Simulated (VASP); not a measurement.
# CuNi2O3 (P-4m2) in VASP: single point with PBE

Aim: the single point of CuNi2O3 with PBE.

Everything below comes from runs of VASP 6.6.1. Logs are shortened: lines on timing, memory, paths and dates and some standing lists are left out, and cuts for length are marked.

## (1) The cell of the first run

It takes space group P-4m2 (No. 115, tetragonal). Conventional cell: a = 2.819 Å, b = 2.819 Å, c = 7.882 Å, α = 90.00°, β = 90.00°, γ = 90.00°. Within 2.6 Å of Cu (site symmetry -4m2) lie 4 O at 1.99 Å. Within 2.6 Å of Ni (site symmetry 2mm) lie 5 O at 2.00 to 2.13 Å. Within 2.6 Å of O (site symmetry -4m2) lie 4 Cu at 1.99 Å. Within 2.6 Å of O (site symmetry 2mm) lie 5 Ni at 2.00 to 2.13 Å.

The cell was generated, and may not be a known phase.

## (2) Single point, PBE, collinear spin

INCAR reads:

```
PREC     = Accurate       # precision mode
ENCUT    = 520            # plane-wave cutoff, eV
EDIFF    = 1E-6           # SCF threshold, eV
ISMEAR   = 0              # smearing method
SIGMA    = 0.1            # smearing width, eV
LREAL    = False          # projectors in reciprocal space
LASPH    = True           # aspherical terms in the spheres
NELM     = 150            # most SCF steps
ALGO     = Normal         # electronic algorithm
ISIF     = 2              # what is computed and relaxed
LWAVE    = False          # write WAVECAR
LCHARG   = False          # write CHGCAR
ISPIN    = 2              # spin polarisation
MAGMOM   = 0 1.39 1.39 0 0.29 0.29 # initial moments
LORBIT   = 11             # projections on sites
LMAXMIX  = 4              # l up to which the mixer works
GGA      = PE             # functional
NBANDS   = 38             # bands
```

KPOINTS reads:

```
regular mesh
0
Gamma
  12 12 4
```

POSCAR reads:

```
CuNi2O3
1.0
    2.8194829070      0.0000000000      0.0000000000
    0.0000000000      2.8194829070      0.0000000000
    0.0000000000      0.0000000000      7.8818808140
Cu Ni O
1 2 3
Direct
    0.0000000000      0.0000000000      0.0000000000
    0.0000000000      0.5000000000      0.6435956906
    0.5000000000      0.0000000000      0.3564043094
    0.5000000000      0.5000000000      0.0000000000
    0.0000000000      0.5000000000      0.3729893258
    0.5000000000      0.0000000000      0.6270106742
```

Potentials or basis: VASP PAW PBE potentials, release 64 (Cu, Ni, O).

Launch:

```console
> cat potpaw_PBE.64/Cu/POTCAR potpaw_PBE.64/Ni/POTCAR potpaw_PBE.64/O/POTCAR > POTCAR
> mpirun -np 1 vasp_std > vasp.out
```

OUTCAR:

```text
PREC = Accurate
   ENCUT = 520
   EDIFF = 1E-6
   ISMEAR = 0
   LREAL = False
   LASPH = True
   NELM = 150
   ISIF = 2
   ISPIN = 2
   LORBIT = 11
   GGA = PE

 ion  position               nearest neighbor table
   1  0.000  0.000  0.000-   4 1.99   4 1.99   4 1.99   4 1.99
   2  0.000  0.500  0.644-   6 2.00   6 2.00   6 2.00   6 2.00   5 2.13   3 3.02   3 3.02   3 3.02
                             3 3.02
   3  0.500  0.000  0.356-   5 2.00   5 2.00   5 2.00   5 2.00   6 2.13   2 3.02   2 3.02   2 3.02
                             2 3.02
   4  0.500  0.500  0.000-   1 1.99   1 1.99   1 1.99   1 1.99
   5  0.000  0.500  0.373-   3 2.00   3 2.00   3 2.00   3 2.00   2 2.13
   6  0.500  0.000  0.627-   2 2.00   2 2.00   2 2.00   2 2.00   3 2.13

  LATTYP: Found a simple tetragonal cell.
 ALAT       =     2.8194829070
 C/A-ratio  =     2.7955057980

  Lattice vectors:

 A1 = (   2.8194829070,   0.0000000000,   0.0000000000)
 A2 = (   0.0000000000,   2.8194829070,   0.0000000000)
 A3 = (   0.0000000000,   0.0000000000,   7.8818808140)

Analysis of symmetry for initial positions (statically):
=====================================================================
 Subroutine PRICEL returns:
 Original cell was already a primitive cell.

 Routine SETGRP: Setting up the symmetry group for a
 simple tetragonal supercell.

 Subroutine GETGRP returns: Found  8 space group operations
 (whereof  8 operations were pure point group operations)
 out of a pool of 16 trial point group operations.

The static configuration has the point symmetry D_2d.

Analysis of symmetry for dynamics (positions and initial velocities):
=====================================================================
 Subroutine PRICEL returns:
 Original cell was already a primitive cell.

 Routine SETGRP: Setting up the symmetry group for a
 simple tetragonal supercell.

 Subroutine GETGRP returns: Found  8 space group operations
 (whereof  8 operations were pure point group operations)
 out of a pool of 16 trial point group operations.

The dynamic configuration has the point symmetry D_2d.

Analysis of structural, dynamic, and magnetic symmetry:
=====================================================================
 Subroutine PRICEL returns:
 Original cell was already a primitive cell.

 Routine SETGRP: Setting up the symmetry group for a
 simple tetragonal supercell.

 Subroutine GETGRP returns: Found  8 space group operations
 (whereof  8 operations were pure point group operations)
 out of a pool of 16 trial point group operations.

The overall configuration has the point symmetry D_2d.

 Subroutine INISYM returns: Found  8 space group operations
 (whereof  8 operations are pure point group operations),
 and found     1 'primitive' translations

----------------------------------------------------------------------------------------

                                     Primitive cell

  volume of cell :      62.6569

  direct lattice vectors                    reciprocal lattice vectors
     2.819482907  0.000000000  0.000000000     0.354674965  0.000000000  0.000000000
     0.000000000  2.819482907  0.000000000     0.000000000  0.354674965  0.000000000
     0.000000000  0.000000000  7.881880814     0.000000000  0.000000000  0.126873271

  length of vectors
     2.819482907  2.819482907  7.881880814     0.354674965  0.354674965  0.126873271

  position of ions in fractional coordinates (direct lattice)
     0.000000000  0.000000000  0.000000000
     0.000000000  0.500000000  0.643595691
     0.500000000  0.000000000  0.356404309
     0.500000000  0.500000000  0.000000000
     0.000000000  0.500000000  0.372989326
     0.500000000  0.000000000  0.627010674

  ion indices of the primitive-cell ions
   primitive index   ion index
                 1           1
                 2           2
                 3           3
                 4           4
                 5           5
                 6           6

----------------------------------------------------------------------------------------

[... 31 lines left out ...]
  0.416667  0.000000  0.000000      4.000000
[... 16 lines left out ...]
  0.333333  0.333333  0.000000      4.000000
  0.416667  0.333333  0.000000      8.000000
 [... further k-points ...]
   k-points           NKPTS =     84   k-points in BZ     NKDIM =     84   number of bands    NBANDS=     38
   number of dos      NEDOS =    301   number of ions     NIONS =      6
   total plane-waves  NPLWV =  34560
   dimension x,y,z NGX =    24 NGY =   24 NGZ =   60
   dimension x,y,z NGXF=    48 NGYF=   48 NGZF=  120
   ions per type =               1   2   3
   NGX,Y,Z   is equivalent  to a cutoff of  14.15, 14.15, 12.66 a.u.
   NGXF,Y,Z  is equivalent  to a cutoff of  28.30, 28.30, 25.31 a.u.
 SYSTEM =  unknown system
   PREC   = accura    normal or accurate (medium, high low for compatibility)
   ISTART =      0    job   : 0-new  1-cont  2-samecut
   ICHARG =      2    charge: 1-file 2-atom 10-const
   ISPIN  =      2    spin polarized calculation?
   LNONCOLLINEAR =      F non collinear calculations
   LSORBIT =      F    spin-orbit coupling
   LASPH  =      T    aspherical Exc in radial PAW
   ENCUT  =  520.0 eV  38.22 Ry    6.18 a.u.   5.24  5.24 14.66*2*pi/ulx,y,z
   NELM   =    150;   NELMIN=  2; NELMDL= -5     # of ELM steps
   EDIFF  = 0.1E-05   stopping-criterion for ELM
   LREAL  =      F    real-space projection
   EDIFFG = 0.1E-04   stopping-criterion for IOM
   NSW    =      0    number of steps for IOM
   IBRION =     -1    ionic relax: 0-MD 1-quasi-New 2-CG
   NFREE  =      0    steps in history (QN), initial steepest desc. (CG)
   ISIF   =      2    stress and relaxation
   ISYM   =      2    0-nonsym 1-usesym 2-fastsym
   POTIM  = 0.5000    time-step for ionic-motion
   TEBEG  =    0.0;   TEEND  =   0.0 temperature during run
   PSTRESS=    0.0 pullay stress
   NELECT =      49.0000    total number of electrons
   NUPDOWN=      -1.0000    fix difference up-down
   EMIN   =  10.00;   EMAX   =-10.00  energy-range for DOS
   EFERMI =   0.00;   METHOD = LEGACY
   ISMEAR =     0;   SIGMA  =   0.10  broadening in eV -4-tet -1-fermi 0-gaus
   EFERMI_NEDOS =   21; number of points for ismear=-14 and -15
   IALGO  =     38    algorithm
   IMIX   =      4    mixing-type and parameters
     AMIX     =   0.40;   BMIX     =  1.00
     AMIX_MAG =   1.60;   BMIX_MAG =  1.00
  volume/ion in A,a.u.               =      10.44        70.47
  Fermi-wavevector in a.u.,A,eV,Ry     =   1.508287  2.850249 30.952288  2.274929
  Thomas-Fermi vector in A             =   2.618761
   LORBIT       =     11    0 simple, 1 ext, 2 COOP (PROOUT), +10 PAW based schemes
   GGA     = PE    functional components
   LHFCALC =     F    Hartree Fock is set to
   AEXX    =    0.0000 exact exchange contribution
   IVDW    =     0    specifies the selected vdW correction
   LEPSILON=     F    determine dielectric tensor
   LRPA    =     F    only Hartree local field effects (RPA)
 spin polarized calculation
 Gauss-broadening in eV      SIGMA  =   0.10
  energy-cutoff  :      520.00
  volume of cell :       62.66
 maximum number of plane-waves:      1717
 NGX is ok and might be reduce to    24
   NGX = 11   NGY = 11   NGZ = 29

 number of electron      49.0000003 magnetization       3.1702861

 Free energy of the ion-electron system (eV)
  ---------------------------------------------------
  ext. energy  EPLUGINS =         0.00000000
  ---------------------------------------------------
  free energy    TOTEN  =       -32.24787447 eV

  energy without entropy =      -32.23167320  energy(sigma->0) =      -32.23977384

 E-fermi :   5.7731     XC(G=0): -11.7260

 val. band max:        5.7664451011   @ k =   0.1667   0.0833   0.5000
 cond. band min:       5.7839274972   @ k =   0.2500   0.0833   0.5000
 fundamental gap:      0.0174823961
 Fermi energy:         5.7730930277

 spin component 1

 k-point     1 :       0.0000    0.0000    0.0000
  band No.  band energies     occupation
      1     -14.4735      1.00000
      2     -13.5324      1.00000
      3     -12.9921      1.00000
      4      -0.5955      1.00000
      5       0.4203      1.00000
      6       1.6520      1.00000
[... 925 lines left out ...]
     35      18.3684      0.00000
     36      18.7391      0.00000

 [... further k-points ...]

 spin component 2

 k-point     1 :       0.0000    0.0000    0.0000
  band No.  band energies     occupation
      1     -14.0764      1.00000
      2     -13.0898      1.00000
      3     -12.9044      1.00000
      4      -0.0589      1.00000
      5       0.8183      1.00000
      6       2.0291      1.00000
[... 925 lines left out ...]
     35      18.5454      0.00000
     36      18.9383      0.00000

 [... further k-points ...]

 [bands above 36 left out]

------------------------ aborting loop because EDIFF is reached ----------------------------------------

  FORCE on cell =-STRESS in cart. coord.  units (eV):
  Direction    XX          YY          ZZ          XY          YZ          ZX
  --------------------------------------------------------------------------------------
  -------------------------------------------------------------------------------------
  Total        0.0913823      0.0913823      0.0022844      0.0000000      0.0000000      0.0000000
  in kB        2.3367057      2.3367057      0.0584138      0.0000000      0.0000000      0.0000000
  external PRESSURE =       1.5772751 kB  Pullay stress =       0.0000000 kB

 VOLUME and BASIS-vectors are now :
 -----------------------------------------------------------------------------
  energy-cutoff  :      520.00
  volume of cell :       62.66
      direct lattice vectors                 reciprocal lattice vectors
     2.819482907  0.000000000  0.000000000     0.354674965  0.000000000  0.000000000
     0.000000000  2.819482907  0.000000000     0.000000000  0.354674965  0.000000000
     0.000000000  0.000000000  7.881880814     0.000000000  0.000000000  0.126873271

 POSITION                                       TOTAL-FORCE (eV/Angst)
 -----------------------------------------------------------------------------------
      0.00000      0.00000      0.00000         0.000000      0.000000      0.000000
      0.00000      1.40974      5.07274         0.000000      0.000000      0.001624
      1.40974      0.00000      2.80914        -0.000000      0.000000     -0.001624
      1.40974      1.40974      0.00000         0.000000     -0.000000      0.000000
      0.00000      1.40974      2.93986         0.000000      0.000000     -0.019536
      1.40974      0.00000      4.94202         0.000000      0.000000      0.019536
 -----------------------------------------------------------------------------------
    total drift:                                0.000000     -0.000000     -0.000000

  FREE ENERGIE OF THE ION-ELECTRON SYSTEM (eV)
  ---------------------------------------------------
  free  energy   TOTEN  =       -32.2478744748 eV

  energy  without entropy=      -32.2316732013  energy(sigma->0) =      -32.23977384

 total charge

# of ion       s       p       d       tot
------------------------------------------
    1        0.355   0.335   9.158   9.848
    2        0.355   0.422   8.253   9.030
    3        0.355   0.422   8.253   9.030
    4        1.571   3.361   0.000   4.932
    5        1.562   3.410   0.000   4.972
    6        1.562   3.410   0.000   4.972
--------------------------------------------------
tot          5.759  11.360  25.664  42.783

 magnetization (x)

# of ion       s       p       d       tot
------------------------------------------
    1       -0.001  -0.001   0.051   0.049
    2        0.014   0.014   1.212   1.239
    3        0.014   0.014   1.212   1.239
    4        0.000   0.053   0.000   0.054
    5        0.023   0.218   0.000   0.241
    6        0.023   0.218   0.000   0.241
--------------------------------------------------
tot          0.073   0.516   2.474   3.064
```

Run time: 17 min. Hardware: 1 thread of Intel Xeon 8259CL, shared host; peak memory 0.42 GiB.

Results:

```
Free energy                                           : -32.2479 eV
Pressure                                              : 0.2 GPa
Largest force                                         : 0.020 eV/Å
Net moment                                            : 3.17 μB per cell
Site moments                                          : Cu +0.05; Ni +1.24; O +0.05, +0.24 (each value once) μB
Valence electrons inside the program's atomic spheres : Cu 9.85; Ni 9.03; O 4.93, 4.97 (each value once)
```

Forces on the atoms (eV/Å):
```
Cu   0.000  0.000  0.000
Ni   0.000  0.000  0.002
Ni   0.000  0.000 -0.002
O    0.000  0.000  0.000
O    0.000  0.000 -0.020
O    0.000  0.000  0.020
```

Stress tensor (GPa, compression positive):
```
0.23 0.00 0.00
0.00 0.23 0.00
0.00 0.00 0.01
```

Caveat: semilocal functionals often make such compounds metallic where correlation or magnetic order opens a gap, which also shifts bond lengths.
